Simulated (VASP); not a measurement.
A run of VASP 6.6.1 is set up as follows.

File INCAR:

```
PREC = Accurate ; ENCUT = 520
EDIFF = 1E-6 ; ISMEAR = 0
SIGMA = 0.05 ; LREAL = Auto
LASPH = True ; NELM = 60
ALGO = Fast ; ISIF = 2
LWAVE = False ; LCHARG = True
LDIPOL = True ; IDIPOL = 3
DIPOL = 0.5 0.5 0.291 ; GGA = CA
LELF = True ; LVHAR = True
LVACPOTAV = True ; NBANDS = 108
```

The input KPOINTS:

```
Automatic mesh
0
Gamma
  4 4 1
```

File POSCAR:

```
HC20
1.0
    7.2015518731      0.0000000000      0.0000000000
   -3.3194130427      7.7907812636      0.0000000000
    0.0000000000      0.0000000000     22.7916832250
C H
40 2
Direct
    0.2501129010      0.1667043003      0.1755026147
    0.2501129010      0.6667043003      0.1755026147
    0.7501129009      0.1667043003      0.1755026147
    0.7501129009      0.6667043003      0.1755026147
    0.2498870990      0.3332956997      0.1755026147
    0.2498870990      0.8332956997      0.1755026147
    0.7498870990      0.3332956997      0.1755026147
    0.7498870990      0.8332956997      0.1755026147
    0.2501129010      0.4167043003      0.2291325538
    0.2501129010      0.9167043003      0.2291325538
    0.7501129009      0.4167043003      0.2291325538
    0.7501129009      0.9167043003      0.2291325538
    0.2498870990      0.0832956997      0.2291325538
    0.2498870991      0.5832956997      0.2291325538
    0.7498870990      0.0832956997      0.2291325538
    0.7498870990      0.5832956997      0.2291325538
    0.2500458055      0.1676520614      0.2827258575
    0.2500458055      0.6676520614      0.2827258575
    0.7500458055      0.1676520614      0.2827258575
    0.7500458055      0.6676520614      0.2827258575
    0.2499541945      0.3323479386      0.2827258575
    0.2499541945      0.8323479386      0.2827258575
    0.7499541945      0.3323479386      0.2827258575
    0.7499541945      0.8323479386      0.2827258575
    0.2500622594      0.4183368654      0.3365410697
    0.2500622594      0.9183368654      0.3365410697
    0.7500622594      0.4183368654      0.3365410697
    0.7500622594      0.9183368654      0.3365410697
    0.2499377406      0.0816631346      0.3365410697
    0.2499377406      0.5816631346      0.3365410697
    0.7499377406      0.0816631346      0.3365410697
    0.7499377406      0.5816631346      0.3365410697
    0.2501903787      0.1771682769      0.3857408485
    0.2501903787      0.6771682769      0.3857408485
    0.7501903787      0.1771682769      0.3857408485
    0.7501903787      0.6771682769      0.3857408485
    0.2498096213      0.3228317231      0.3857408485
    0.2498096213      0.8228317231      0.3857408485
    0.7498096213      0.3228317231      0.3857408485
    0.7498096213      0.8228317231      0.3857408485
    0.9998096213      0.2345629937      0.4756859385
    0.9998096213      0.4111004525      0.4756859385
```

Potentials or basis: VASP PAW LDA potentials, release 64 (C, H).

The run is started by

```sh
$ cat potpaw_LDA.64/C/POTCAR potpaw_LDA.64/H/POTCAR > POTCAR
$ mpirun -np 1 vasp_std > vasp.out
```

(1) What does it give for the largest force?

Answers

(1) 6.925 eV/Å.
